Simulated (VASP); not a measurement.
Here is a VASP 6.6.1 calculation.

Contents of INCAR:

```
SYSTEM = Ta
PREC = Accurate ; ENCUT = 520
EDIFF = 1E-6 ; ISMEAR = 0
SIGMA = 0.15 ; LREAL = .FALSE.
LASPH = .TRUE. ; NELM = 60
ALGO = Fast ; ISIF = 2
LWAVE = .FALSE. ; LCHARG = .TRUE.
GGA = PS ; LELF = .TRUE.
LVHAR = .TRUE. ; NBANDS = 12
```

KPOINTS

```
regular mesh
0
G
  22 22 22
  0 0 0
```

The input POSCAR:

```
Ta
1.0
   -1.4227399801      1.4227399801      1.9184225891
    1.4227399801     -1.4227399801      1.9184225891
    1.4227399801      1.4227399801     -1.9184225891
Ta
1
Direct
    0.0000000000      0.0000000000      0.0000000000
```

Potentials or basis: VASP PAW PBE potentials, release 64 (Ta_pv).

Launch:

```console
$ cat potpaw_PBE.64/Ta_pv/POTCAR > POTCAR
$ mpirun -np 1 vasp_std > vasp.out
```

Q: What does it give for the pressure?

A: 42.7 GPa.

Stress tensor (GPa, compression positive):
```
47.95  0.00  0.00
 0.00 47.95  0.00
 0.00  0.00 32.11
```

Caveat: the PAW data sets were made with another functional, which shifts forces and pressure a little.
